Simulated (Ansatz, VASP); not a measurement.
# One calculation of LiF, two programs

```
Li F
1.0
     0.00000    1.93344    1.85288
     1.93344    0.00000    1.85288
     1.93344    1.93344    0.00000
Li F
1 1
Direct
  0.00000 0.00000 0.00000
  0.50000 0.50000 0.50000
```

Change from the starting cell: strain -0.040 along x and y, -0.080 along z, atoms carried along.

Alike in both runs: task single point; functional r2SCAN; k mesh 10 × 10 × 10; occupations gaussian, width 0.05 eV; no spin polarisation.

|  | VASP | Ansatz |
| --- | --- | --- |
| version | VASP 6.6.1 | Ansatz 0.2.0 |
| potentials or method | VASP PAW PBE potentials, release 64 (Li_sv, F), cutoff 520 eV | scalar-relativistic, plane waves, PAW |
| valence electrons in the cell | 10 | 10 |

```csv
,VASP,Ansatz,Ansatz less VASP
gap on the k mesh at the Fermi level (eV),11.86,11.71,-0.149
least direct gap on the mesh (eV),11.86,11.71,-0.149
```

VASP's potentials were made for PBE, not for r2SCAN. The functional is the same, so the differences come from potentials, cutoffs and numerics.

Noted on VASP's run: the cutoff is short for stress, so the pressure is rough.
